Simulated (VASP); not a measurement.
# Al2O3 (R-3c) in VASP: electric field gradients with PBE

Aim: the electric field gradients of Al2O3 with PBE.

Program: VASP 6.6.1. These are calculated values, not measurements. Logs are shortened: lines on timing, memory, paths and dates and some standing lists are left out, and cuts for length are marked.

### 1 The cell of the first run

It takes space group R-3c (No. 167, trigonal). Conventional cell: a = 4.760 Å, b = 4.760 Å, c = 12.996 Å, α = 90.00°, β = 90.00°, γ = 120.00°. Al (site symmetry 3) has 6 O at 1.85 to 1.97 Å within 2.5 Å. O (site symmetry 2) has 4 Al at 1.85 to 1.97 Å and 12 O at 2.53 to 2.86 Å within 2.9 Å.

### 2 Electric field gradients, PBE

File INCAR:

```
PREC = Accurate
ENCUT = 520
EDIFF = 1E-8
ISMEAR = -1
SIGMA = 0.02
LREAL = False
LASPH = True
NELM = 120
ALGO = Normal
ISIF = 2
LWAVE = False
LCHARG = False
GGA = PE
LEFG = True
NELECT = 47.0
NBANDS = 35
GGA_COMPAT = False
```

File KPOINTS:

```
regular mesh
0
Gamma
  8 8 8
```

File POSCAR:

```
Al2O3
1.0
    2.3802500000      1.3742379782      4.3318666667
   -2.3802500000      1.3742379782      4.3318666667
    0.0000000000     -2.7484759565      4.3318666667
Al O
4 6
Direct
    0.3521600000      0.3521600000      0.3521600000
    0.1478400000      0.1478400000      0.1478400000
    0.6478400000      0.6478400000      0.6478400000
    0.8521600000      0.8521600000      0.8521600000
    0.5566800000      0.9433200000      0.2500000000
    0.2500000000      0.5566800000      0.9433200000
    0.9433200000      0.2500000000      0.5566800000
    0.4433200000      0.0566800000      0.7500000000
    0.7500000000      0.4433200000      0.0566800000
    0.0566800000      0.7500000000      0.4433200000
```

Potentials or basis: VASP PAW PBE potentials, release 64 (Al, O).

Launch:

```console
> cat potpaw_PBE.64/Al/POTCAR potpaw_PBE.64/O/POTCAR > POTCAR
> mpirun -np 1 vasp_std > vasp.out
```

OUTCAR:

```text
PREC = Accurate
   ENCUT = 520
   EDIFF = 1E-8
   ISMEAR = -1
   LREAL = False
   LASPH = True
   NELM = 120
   ISIF = 2
   GGA = PE
   NELECT = 47.0

 ion  position               nearest neighbor table
   1  0.352  0.352  0.352-   9 1.85  10 1.85   8 1.85   7 1.97   5 1.97   6 1.97   2 2.66   3 2.79
                             3 2.79   3 2.79   2 3.22   2 3.22   2 3.22
   2  0.148  0.148  0.148-  10 1.85   9 1.85   8 1.85   6 1.97   5 1.97   7 1.97   1 2.66   4 2.79
                             4 2.79   4 2.79   1 3.22   1 3.22   1 3.22
   3  0.648  0.648  0.648-   6 1.85   7 1.85   5 1.85  10 1.97   8 1.97   9 1.97   4 2.66   1 2.79
                             1 2.79   1 2.79   4 3.22   4 3.22   4 3.22
   4  0.852  0.852  0.852-   7 1.85   6 1.85   5 1.85   9 1.97   8 1.97  10 1.97   3 2.66   2 2.79
                             2 2.79   2 2.79   3 3.22   3 3.22   3 3.22
   5  0.557  0.943  0.250-   3 1.85   4 1.85   1 1.97   2 1.97
   6  0.250  0.557  0.943-   3 1.85   4 1.85   2 1.97   1 1.97
   7  0.943  0.250  0.557-   4 1.85   3 1.85   1 1.97   2 1.97
   8  0.443  0.057  0.750-   1 1.85   2 1.85   3 1.97   4 1.97
   9  0.750  0.443  0.057-   1 1.85   2 1.85   4 1.97   3 1.97
  10  0.057  0.750  0.443-   2 1.85   1 1.85   3 1.97   4 1.97

  LATTYP: Found a trigonal (rhomboedric) cell.
 ALAT       =     5.1302230849
 COS(alpha) =     0.5694707703

  Lattice vectors:

 A1 = (   2.3802500000,   1.3742379782,   4.3318666667)
 A2 = (  -2.3802500000,   1.3742379782,   4.3318666667)
 A3 = (   0.0000000000,  -2.7484759565,   4.3318666667)

Analysis of symmetry for initial positions (statically):
=====================================================================
 Subroutine PRICEL returns:
 Original cell was already a primitive cell.

 Routine SETGRP: Setting up the symmetry group for a
 trigonal (rhombohedral) supercell.

 Subroutine GETGRP returns: Found 12 space group operations
 (whereof  6 operations were pure point group operations)
 out of a pool of 12 trial point group operations.

The static configuration has the point symmetry S_6 .
 The point group associated with its full space group is D_3d.

Analysis of symmetry for dynamics (positions and initial velocities):
=====================================================================
 Subroutine PRICEL returns:
 Original cell was already a primitive cell.

 Routine SETGRP: Setting up the symmetry group for a
 trigonal (rhombohedral) supercell.

 Subroutine GETGRP returns: Found 12 space group operations
 (whereof  6 operations were pure point group operations)
 out of a pool of 12 trial point group operations.

The dynamic configuration has the point symmetry S_6 .
 The point group associated with its full space group is D_3d.

 Subroutine INISYM returns: Found 12 space group operations
 (whereof  6 operations are pure point group operations),
 and found     1 'primitive' translations

----------------------------------------------------------------------------------------

                                     Primitive cell

  volume of cell :      85.0180

  direct lattice vectors                    reciprocal lattice vectors
     2.380250000  1.374237978  4.331866667     0.210061968  0.121279334  0.076949121
    -2.380250000  1.374237978  4.331866667    -0.210061968  0.121279334  0.076949121
     0.000000000 -2.748475957  4.331866667     0.000000000 -0.242558668  0.076949121

  length of vectors
     5.130223085  5.130223085  5.130223085     0.254471756  0.254471756  0.254471756

  position of ions in fractional coordinates (direct lattice)
     0.352160000  0.352160000  0.352160000
     0.147840000  0.147840000  0.147840000
     0.647840000  0.647840000  0.647840000
     0.852160000  0.852160000  0.852160000
     0.556680000  0.943320000  0.250000000
     0.250000000  0.556680000  0.943320000
     0.943320000  0.250000000  0.556680000
     0.443320000  0.056680000  0.750000000
     0.750000000  0.443320000  0.056680000
     0.056680000  0.750000000  0.443320000

  ion indices of the primitive-cell ions
   primitive index   ion index
                 1           1
                 2           2
                 3           3
                 4           4
                 5           5
                 6           6
                 7           7
                 8           8
                 9           9
                10          10

----------------------------------------------------------------------------------------

 KPOINTS: regular mesh

[... 53 lines left out ...]
   dimension x,y,z NGXF=    80 NGYF=   80 NGZF=   80
   ions per type =               4   6
   NGX,Y,Z   is equivalent  to a cutoff of  12.96, 12.96, 12.96 a.u.
   NGXF,Y,Z  is equivalent  to a cutoff of  25.92, 25.92, 25.92 a.u.
 SYSTEM =  unknown system
   PREC   = accura    normal or accurate (medium, high low for compatibility)
   ISTART =      0    job   : 0-new  1-cont  2-samecut
   ICHARG =      2    charge: 1-file 2-atom 10-const
   ISPIN  =      1    spin polarized calculation?
   LNONCOLLINEAR =      F non collinear calculations
   LSORBIT =      F    spin-orbit coupling
   LASPH  =      T    aspherical Exc in radial PAW
   ENCUT  =  520.0 eV  38.22 Ry    6.18 a.u.   9.54  9.54  9.54*2*pi/ulx,y,z
   NELM   =    120;   NELMIN=  2; NELMDL= -5     # of ELM steps
   EDIFF  = 0.1E-07   stopping-criterion for ELM
   LREAL  =      F    real-space projection
   EDIFFG = 0.1E-06   stopping-criterion for IOM
   NSW    =      0    number of steps for IOM
   IBRION =     -1    ionic relax: 0-MD 1-quasi-New 2-CG
   NFREE  =      0    steps in history (QN), initial steepest desc. (CG)
   ISIF   =      2    stress and relaxation
   ISYM   =      2    0-nonsym 1-usesym 2-fastsym
   POTIM  = 0.5000    time-step for ionic-motion
   TEBEG  =    0.0;   TEEND  =   0.0 temperature during run
   PSTRESS=    0.0 pullay stress
   NELECT =      47.0000    total number of electrons
   NUPDOWN=      -1.0000    fix difference up-down
   EMIN   =  10.00;   EMAX   =-10.00  energy-range for DOS
   EFERMI =   0.00;   METHOD = LEGACY
   ISMEAR =    -1;   SIGMA  =   0.02  broadening in eV -4-tet -1-fermi 0-gaus
   EFERMI_NEDOS =   21; number of points for ismear=-14 and -15
   IALGO  =     38    algorithm
   IMIX   =      4    mixing-type and parameters
     AMIX     =   0.40;   BMIX     =  1.00
     AMIX_MAG =   1.60;   BMIX_MAG =  1.00
  volume/ion in A,a.u.               =       8.50        57.37
  Fermi-wavevector in a.u.,A,eV,Ry     =   1.343602  2.539039 24.562124  1.805265
  Thomas-Fermi vector in A             =   2.471662
   LORBIT       =      0    0 simple, 1 ext, 2 COOP (PROOUT), +10 PAW based schemes
   GGA     = PE    functional components
   LHFCALC =     F    Hartree Fock is set to
   AEXX    =    0.0000 exact exchange contribution
   IVDW    =     0    specifies the selected vdW correction
   LEPSILON=     F    determine dielectric tensor
   LRPA    =     F    only Hartree local field effects (RPA)
 non-spin polarized calculation
  energy-cutoff  :      520.00
  volume of cell :       85.02
 maximum number of plane-waves:      2308
 NGX is ok and might be reduce to    40
   NGX = 19   NGY = 19   NGZ = 19

 number of electron      47.0000012 magnetization

 Free energy of the ion-electron system (eV)
  ---------------------------------------------------
  ext. energy  EPLUGINS =         0.00000000
  ---------------------------------------------------
  free energy    TOTEN  =       -80.61896245 eV

  energy without entropy =      -80.60721973  energy(sigma->0) =      -80.61309109

 E-fermi :   5.6491     XC(G=0): -11.5607

 val. band max:        5.6485278189   @ k =   0.3750   0.3750   0.3750
 cond. band min:       5.6532866091   @ k =   0.3750   0.1250   0.1250
 fundamental gap:      0.0047587902
 Fermi energy:         5.6490549143

 k-point     1 :       0.0000    0.0000    0.0000
  band No.  band energies     occupation
      1     -13.2572      2.00000
      2     -10.9918      2.00000
      3     -10.7216      2.00000
      4     -10.7216      2.00000
      5     -10.4157      2.00000
      6     -10.4157      2.00000
[... 901 lines left out ...]
     34      19.5182      0.00000
     35      20.0038      0.00000

 [... further k-points ...]

------------------------ aborting loop because EDIFF is reached ----------------------------------------

  FORCE on cell =-STRESS in cart. coord.  units (eV):
  Direction    XX          YY          ZZ          XY          YZ          ZX
  --------------------------------------------------------------------------------------
  -------------------------------------------------------------------------------------
  Total       -6.7190451     -6.7190451     -7.7411891      0.0000000      0.0000000      0.0000000
  in kB     -126.6214516   -126.6214516   -145.8839150      0.0000000      0.0000000      0.0000000
  external PRESSURE =    -133.0422728 kB  Pullay stress =       0.0000000 kB

 VOLUME and BASIS-vectors are now :
 -----------------------------------------------------------------------------
  energy-cutoff  :      520.00
  volume of cell :       85.02
      direct lattice vectors                 reciprocal lattice vectors
     2.380250000  1.374237978  4.331866667     0.210061968  0.121279334  0.076949121
    -2.380250000  1.374237978  4.331866667    -0.210061968  0.121279334  0.076949121
     0.000000000 -2.748475957  4.331866667     0.000000000 -0.242558668  0.076949121

 POSITION                                       TOTAL-FORCE (eV/Angst)
 -----------------------------------------------------------------------------------
      0.00000     -0.00000      4.57653         0.000000     -0.000000      0.160978
      0.00000     -0.00000      1.92127         0.000000      0.000000     -0.160978
      0.00000     -0.00000      8.41907         0.000000      0.000000     -0.160978
      0.00000     -0.00000     11.07433         0.000000     -0.000000      0.160978
     -0.92030      1.37424      7.58077         0.081300     -0.000000      0.000000
     -0.72998     -1.48412      7.58077        -0.040650      0.070408      0.000000
      1.65027      0.10988      7.58077        -0.040650     -0.070408      0.000000
      0.92030     -1.37424      5.41483        -0.081300     -0.000000      0.000000
      0.72998      1.48412      5.41483         0.040650     -0.070408      0.000000
     -1.65027     -0.10988      5.41483         0.040650      0.070408      0.000000
 -----------------------------------------------------------------------------------
    total drift:                               -0.000000      0.000000     -0.000000

  FREE ENERGIE OF THE ION-ELECTRON SYSTEM (eV)
  ---------------------------------------------------
  free  energy   TOTEN  =       -80.6189624516 eV

  energy  without entropy=      -80.6072197270  energy(sigma->0) =      -80.61309109

 Electric field gradients (V/A^2)
---------------------------------------------------------------------
 ion       V_xx      V_yy      V_zz      V_xy      V_xz      V_yz
---------------------------------------------------------------------
   1      -3.348    -3.348     6.697     0.000     0.000     0.000
   2      -3.348    -3.348     6.697    -0.000    -0.000     0.000
   3      -3.348    -3.348     6.697     0.000     0.000     0.000
   4      -3.348    -3.348     6.697    -0.000    -0.000     0.000
   5      10.512   -14.560     4.048     0.000     0.000   -14.366
   6      -8.292     4.244     4.048   -10.856    12.441     7.183
   7      -8.292     4.244     4.048    10.856   -12.441     7.183
   8      10.512   -14.560     4.048    -0.000     0.000   -14.366
   9      -8.292     4.244     4.048   -10.856    12.441     7.183
  10      -8.292     4.244     4.048    10.856   -12.441     7.183
---------------------------------------------------------------------

 Electric field gradients after diagonalization (V/A^2)
 (convention: |V_zz| > |V_xx| > |V_yy|)
----------------------------------------------------------------------
 ion       V_xx      V_yy      V_zz     asymmetry (V_yy - V_xx)/ V_zz
----------------------------------------------------------------------
   1      -3.348    -3.348     6.697       0.000
   2      -3.348    -3.348     6.697       0.000
   3      -3.348    -3.348     6.697       0.000
   4      -3.348    -3.348     6.697       0.000
   5      11.860    10.512   -22.372       0.060
   6      11.860    10.512   -22.372       0.060
   7      11.860    10.512   -22.372       0.060
   8      11.860    10.512   -22.372       0.060
   9      11.860    10.512   -22.372       0.060
  10      11.860    10.512   -22.372       0.060
----------------------------------------------------------------------

           NMR quadrupolar parameters

 Cq : quadrupolar parameter    Cq=e*Q*V_zz/h
 eta: asymmetry parameters     (V_yy - V_xx)/ V_zz
 Q  : nuclear electric quadrupole moment in mb (millibarn)
----------------------------------------------------------------------
 ion       Cq(MHz)       eta       Q (mb)
----------------------------------------------------------------------
   1       0.016       0.000       1.000
   2       0.016       0.000       1.000
   3       0.016       0.000       1.000
   4       0.016       0.000       1.000
   5      -0.054       0.060       1.000
   6      -0.054       0.060       1.000
   7      -0.054       0.060       1.000
   8      -0.054       0.060       1.000
   9      -0.054       0.060       1.000
  10      -0.054       0.060       1.000
----------------------------------------------------------------------
```

Wall time 5.3 min (1 thread of Oxide Virtual Turin-like, shared host); peak memory 0.27 GiB.

Results:

```
Free energy                             : -80.6190 eV
Largest force                           : 0.161 eV/Å
Largest electric field gradient by atom : Al +6.7; O -22.4 V/Å²
```

Forces on the atoms (eV/Å):
```
Al   0.000  0.000  0.161
Al   0.000  0.000 -0.161
Al   0.000  0.000 -0.161
Al   0.000  0.000  0.161
O    0.081  0.000  0.000
O   -0.041  0.070  0.000
O   -0.041 -0.070  0.000
O   -0.081  0.000  0.000
O    0.041 -0.070  0.000
O    0.041  0.070  0.000
```

Levels at points of the mesh, in eV from the Fermi level:
```csv
k point,band 22,band 23,band 24,band 25,band 26,band 27
"(0.00, 0.00, 0.00)",0.19,0.19,0.23,6.74,9.75,11.26
"(0.50, 0.00, 0.00)",-0.64,-0.04,-0.04,9.96,9.96,10.21
"(0.50, 0.50, 0.00)",-0.64,-0.49,-0.01,10.22,10.30,10.43
"(0.50, 0.50, 0.50)",-0.14,-0.14,-0.14,9.19,9.19,11.72
```

Electric field gradients, principal values (V/Å²):
```csv
atom,least,middle,greatest (by size)
1 Al,-3.348,-3.348,6.697
2 Al,-3.348,-3.348,6.697
3 Al,-3.348,-3.348,6.697
4 Al,-3.348,-3.348,6.697
5 O,10.512,11.860,-22.372
6 O,10.512,11.860,-22.372
7 O,10.512,11.860,-22.372
8 O,10.512,11.860,-22.372
9 O,10.512,11.860,-22.372
10 O,10.512,11.860,-22.372
```

Caveat: the cell carries a net charge on a neutralising background, which shifts energy and pressure; the cell is charged against a uniform background, so pressure and absolute levels hang on convention; without QUAD_EFG the Cq values of the log hold for a quadrupole moment of 1 mb, not for the nuclei; an odd number of electrons without spin polarisation forces a metal; a magnetic or distorted state may lie lower.
